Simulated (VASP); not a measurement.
# ScAl3 in VASP: a series of runs, part 2 of 3

VASP 6.6.1. The steps go on from the part before.

**3. Single point, PBE**

INCAR

```
SYSTEM = ScAl3
PREC     = Accurate       ! precision mode
ENCUT    = 400            ! plane-wave cutoff, eV
EDIFF    = 1E-6           ! SCF threshold, eV
ISMEAR   = -1             ! smearing method
SIGMA    = 0.0715         ! smearing width, eV
LREAL    = Auto         
LASPH    = .True.         ! aspherical terms in the spheres
NELM     = 120            ! most SCF steps
ALGO     = Normal         ! electronic algorithm
ISIF     = 2              ! what is computed and relaxed
LWAVE    = .False.        ! write WAVECAR
LCHARG   = .True.         ! write CHGCAR
GGA      = PE             ! functional
LELF     = .True.         ! ELF
LVHAR    = .True.       
ISYM     = -1           
NBANDS   = 54             ! bands
GGA_COMPAT= .False.
```

KPOINTS

```
explicit points
1
Reciprocal
  0.25000000   0.25000000   0.25000000 1
```

POSCAR

```
ScAl3
1.0
    7.0248240000      0.2007760000     -0.0094590000
    0.2007760000      6.6358760000      0.3234210000
   -0.0094590000      0.3234210000      6.6710660000
Sc Al
4 12
Direct
    0.3675412400      0.2667518226      0.4977151225
    0.7169247541      0.4359852551      0.2514636497
    0.7097825329      0.9696481895      0.6804584524
    0.3799876467      0.7368653738      0.9954775694
    0.1677482895      0.4947100294      0.7895243607
    0.9432546281      0.6718439611      0.4300552265
    0.1366534184      0.4090782765      0.1712985750
    0.9125476516      0.2083902479      0.9238190727
    0.4295869943      0.2217456006      1.0244447109
    0.9552718613      0.2615261082      0.5549067992
    0.9270872790      0.7716822013      0.0241286909
    0.6345621702      0.4695103454      0.6918249374
    0.6365132572      0.9254784677      0.2529305822
    0.1132250425      0.9183500623      0.6974995151
    0.4335973861      0.7266133548      0.4953850524
    0.1660436664      1.0058463660      0.2743781533
```

Potentials or basis: VASP PAW PBE potentials, release 64 (Sc_sv, Al).

Command:

```console
$ cat potpaw_PBE.64/Sc_sv/POTCAR potpaw_PBE.64/Al/POTCAR > POTCAR
$ mpirun -np 1 vasp_std > vasp.out
```

OUTCAR:

```text
SYSTEM = ScAl3
   PREC = Accurate
   ENCUT = 400
   EDIFF = 1E-6
   ISMEAR = -1
   LREAL = Auto
   LASPH = .True.
   NELM = 120
   ISIF = 2
   GGA = PE
   ISYM = -1

 ion  position               nearest neighbor table
   1  0.368  0.267  0.498-  12 2.77   7 2.77  16 2.83   5 2.90  10 2.92  15 3.12   2 3.16   3 3.18
                            14 3.20   9 3.23
   2  0.717  0.436  0.251-   6 2.66  10 2.75   7 3.00  12 3.03   9 3.03  11 3.03   8 3.06   1 3.16
                            15 3.24  13 3.27   4 3.36
   3  0.710  0.970  0.680-  10 2.74   8 2.82  14 2.84  11 2.92  15 2.94  13 2.95   6 3.11   1 3.18
[... 228 lines left out ...]
  Total        1.1536832     -4.0942365      2.7412037     -0.3452715     -8.5539752      4.6120568
  in kB        5.9631370    -21.1622152     14.1686838     -1.7846329    -44.2136316     23.8387155
  external PRESSURE =      -0.3434648 kB  Pullay stress =       0.0000000 kB

 VOLUME and BASIS-vectors are now :
 -----------------------------------------------------------------------------
  energy-cutoff  :      400.00
  volume of cell :      309.97
      direct lattice vectors                 reciprocal lattice vectors
     7.024824000  0.200776000 -0.009459000     0.142476656 -0.004330873  0.000411985
     0.200776000  6.635876000  0.323421000    -0.004330873  0.151184571 -0.007335744
    -0.009459000  0.323421000  6.671066000     0.000411985 -0.007335744  0.150257310

 POSITION                                       TOTAL-FORCE (eV/Angst)
 -----------------------------------------------------------------------------------
      2.63076      2.00490      3.40309        -0.191915     -1.199829     -0.246397
      5.12143      3.11841      1.81176        -0.666730      0.153006     -0.618790
      5.17434      6.79705      4.84627        -0.558469      0.136854      0.947412
      2.80788      5.28800      6.87562         0.321846     -0.529298     -0.151737
      1.27026      3.57186      5.42538         0.040070      0.658760     -0.362907
      6.75702      4.78674      3.07729         0.508943     -0.105192      0.342633
[... 8 lines left out ...]
      3.18715      5.06899      3.53565        -1.425672      0.452769      0.190121
      1.16501      0.16087      1.83072        -0.247185      0.274982      0.193465
 -----------------------------------------------------------------------------------
    total drift:                                0.000193      0.000867     -0.000622

  FREE ENERGIE OF THE ION-ELECTRON SYSTEM (eV)
  ---------------------------------------------------
  free  energy   TOTEN  =       -71.0467217309 eV

  energy  without entropy=      -70.8662370624  energy(sigma->0) =      -70.95647940
```

OSZICAR:

```text
N       E                     dE             d eps       ncg     rms          rms(c)
DAV:   1     0.876779141256E+03    0.87678E+03   -0.27542E+04   108   0.107E+03
DAV:   2     0.226737457069E+02   -0.85411E+03   -0.83101E+03   140   0.503E+02
DAV:   3    -0.723190098582E+02   -0.94993E+02   -0.89882E+02   184   0.159E+02
DAV:   4    -0.780637712875E+02   -0.57448E+01   -0.56049E+01   184   0.428E+01
DAV:   5    -0.781585628555E+02   -0.94792E-01   -0.94285E-01   168   0.677E+00    0.147E+01
DAV:   6    -0.716426725670E+02    0.65159E+01   -0.31716E+01   176   0.300E+01    0.556E+00
DAV:   7    -0.712241016496E+02    0.41857E+00   -0.34302E+00   184   0.119E+01    0.362E+00
DAV:   8    -0.710757065160E+02    0.14840E+00   -0.71878E-01   168   0.620E+00    0.118E+00
DAV:   9    -0.710534086997E+02    0.22298E-01   -0.16973E-01   176   0.282E+00    0.644E-01
DAV:  10    -0.710475078913E+02    0.59008E-02   -0.39405E-02   160   0.150E+00    0.314E-01
DAV:  11    -0.710469321921E+02    0.57570E-03   -0.80563E-03   184   0.687E-01    0.205E-01
DAV:  12    -0.710468159730E+02    0.11622E-03   -0.17657E-03   176   0.373E-01    0.113E-01
DAV:  13    -0.710467391978E+02    0.76775E-04   -0.11098E-03   168   0.221E-01    0.430E-02
DAV:  14    -0.710467271366E+02    0.12061E-04   -0.14817E-04   168   0.100E-01    0.200E-02
DAV:  15    -0.710467220070E+02    0.51297E-05   -0.32083E-05   168   0.512E-02    0.850E-03
DAV:  16    -0.710467217309E+02    0.27608E-06   -0.31293E-06   112   0.136E-02
   1 F= -.71046722E+02 E0= -.70956479E+02  d E =-.180485E+00
```

stdout:

```text
POSCAR found type information on POSCAR ScAl
 POSCAR found :  2 types and      16 ions
 scaLAPACK will be used
 LDA part: xc-table for (Slater+PW92), standard interpolation
 POSCAR, INCAR and KPOINTS ok, starting setup
 FFT: planning ... GRIDC
 FFT: planning ... GRID_SOFT
 FFT: planning ... GRID
 WAVECAR not read
 entering main loop
```

Wall time 38 s (1 thread of AMD EPYC 7R13 (Zen 3), shared host); peak memory 0.27 GiB.

Results:

```
Free energy   : -71.0467 eV
Pressure      : 0.0 GPa
Largest force : 1.714 eV/Å
```

Forces in eV/Å, atoms in the order of the input:
```
Sc  -0.192 -1.200 -0.246
Sc  -0.667  0.153 -0.619
Sc  -0.558  0.137  0.947
Sc   0.322 -0.529 -0.152
Al   0.040  0.659 -0.363
Al   0.509 -0.105  0.343
Al  -0.837  0.370  0.364
Al  -0.369 -0.984  1.058
Al   0.687  0.045 -0.516
Al   0.593  0.858 -1.064
Al   0.174  0.210  0.089
Al   0.870 -0.845  1.211
Al   0.286  0.909 -1.058
Al   0.815 -0.405 -0.377
Al  -1.426  0.453  0.190
Al  -0.247  0.275  0.193
```

Caveat: the atoms stand as in a frame of molecular dynamics.

**4. Single point, PBE**

INCAR

```
SYSTEM = ScAl3
ALGO = Normal
EDIFF = 1E-6
ENCUT = 400
GGA = PE
GGA_COMPAT = .FALSE.
ISIF = 2
ISMEAR = -1
ISYM = -1
LASPH = .TRUE.
LCHARG = .TRUE.
LELF = .TRUE.
LREAL = Auto
LVHAR = .TRUE.
LWAVE = .FALSE.
NBANDS = 54
NELM = 120
PREC = Accurate
SIGMA = 0.0715
```

KPOINTS is that of step 3.

POSCAR

```
ScAl3
1.0
    7.0248240000      0.2007760000     -0.0094590000
    0.2007760000      6.6358760000      0.3234210000
   -0.0094590000      0.3234210000      6.6710660000
Sc Al
4 12
Direct
    0.4482443169      0.1942555394      0.4886653231
    0.7333573122      0.4902670280      0.2361666298
    0.7702179366      0.9334259254      0.6788211877
    0.4256368839      0.7083588669      0.9732167192
    0.1232500694      0.5215765761      0.7930123918
    0.9928777596      0.6320764198      0.4387662846
    0.1869903565      0.3950469606      0.1593501337
    0.9203274953      0.1649517599      0.9552839853
    0.4700911002      0.2831020815      1.0098685028
    0.9865360552      0.2703200855      0.5518493524
    1.0286907214      0.7773446706      0.0349320176
    0.7005767942      0.4633247004      0.7429070283
    0.6553768686      0.9380864908      0.2234283605
    0.1934776358      0.9254672701      0.7007036889
    0.4745085638      0.7670554399      0.5076086099
    0.1966941669      1.0060849774      0.2877283062
```

Command:

```console
$ cat potpaw_PBE.64/Sc_sv/POTCAR potpaw_PBE.64/Al/POTCAR > POTCAR
$ mpirun -np 1 vasp_std > vasp.out
```

Run time: 40 s. Hardware: 1 thread of AMD EPYC 7R13 (Zen 3), shared host; peak memory 0.27 GiB.

It converged, with:

| Property | Result |
| --- | --- |
| Free energy | -70.2513 eV |
| Pressure | 2.1 GPa |
| Largest force | 2.727 eV/Å |

Forces in eV/Å, atoms in the order of the input:
```
Sc  -0.497  1.235  0.237
Sc   0.260 -0.784 -0.482
Sc   0.543 -0.249  0.938
Sc   0.285  0.345  0.238
Al   0.738 -0.278 -0.359
Al   0.686  1.902 -0.447
Al  -1.901  0.467  1.898
Al   0.197  0.204  0.351
Al   1.696 -1.767 -0.761
Al   0.371 -1.030 -0.297
Al  -1.342  0.431  1.079
Al  -0.198  0.184 -0.580
Al   0.906  0.541 -0.868
Al  -1.158  0.384 -0.530
Al  -0.398 -1.462  0.035
Al  -0.188 -0.124 -0.452
```

Stress tensor (GPa, compression positive):
```
 2.99 -0.29  1.53
-0.29  2.28 -2.82
 1.53 -2.82  1.04
```

Levels at points of the mesh, in eV from the Fermi level:
```csv
k point,band 37,band 38,band 39,band 40,band 41,band 42,band 43,band 44
"(0.25, 0.25, 0.25)",-0.71,-0.52,-0.21,-0.09,0.07,0.61,0.79,0.94
```

Caveat: the atoms stand as in a frame of molecular dynamics.

[end of part 2 of 3]
